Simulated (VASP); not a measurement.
Here is a VASP 6.6.1 calculation.

The input POSCAR:

```
B
1.0
    2.8967880935      0.0000000000      0.0000000000
   -1.4483940468      2.5086920784      0.0000000000
    0.0000000000      0.0000000000      2.8729390071
B
3
Direct
    0.0000000000      0.0000000000      0.0000000000
    0.3333333333      0.6666666667      0.5000000000
    0.6666666667      0.3333333333      0.5000000000
```

INCAR.step1

```
SYSTEM = B
PREC = Accurate ; ENCUT = 520
ISMEAR = -1 ; SIGMA = 0.1
LREAL = .False. ; LASPH = .True.
NELM = 100 ; NBANDS = 12
GGA = PE ; ALGO = Normal
EDIFF = 1E-4 ; LWAVE = .True.
LCHARG = .False.
```

Contents of INCAR.step2:

```
SYSTEM = B
PREC = Accurate ; ENCUT = 520
EDIFF = 1E-6 ; ISMEAR = -1
SIGMA = 0.1 ; LREAL = .False.
LASPH = .True. ; NELM = 100
ALGO = Normal ; ISIF = 2
LWAVE = .False. ; LCHARG = .False.
METAGGA = R2SCAN ; LMIXTAU = .True.
NBANDS = 12 ; ISTART = 1
```

File KPOINTS:

```
Automatic mesh
0
Gamma
  14 14 12
  0 0 0
```

Potentials or basis: VASP PAW PBE potentials, release 64 (B).

The run is started by

```bash
$ cat potpaw_PBE.64/B/POTCAR > POTCAR
$ cp INCAR.step1 INCAR
$ mpirun -np 1 vasp_std > vasp.out
$ cp INCAR.step2 INCAR
$ mpirun -np 1 vasp_std > vasp.out
```

Question: Predict the pressure.

Answer: -8.1 GPa.

Stress tensor (GPa, compression positive):
```
-9.33  0.00  0.00
 0.00 -9.33  0.00
 0.00  0.00 -5.56
```

Caveat: the PAW data sets were made with another functional, which shifts forces and pressure a little.
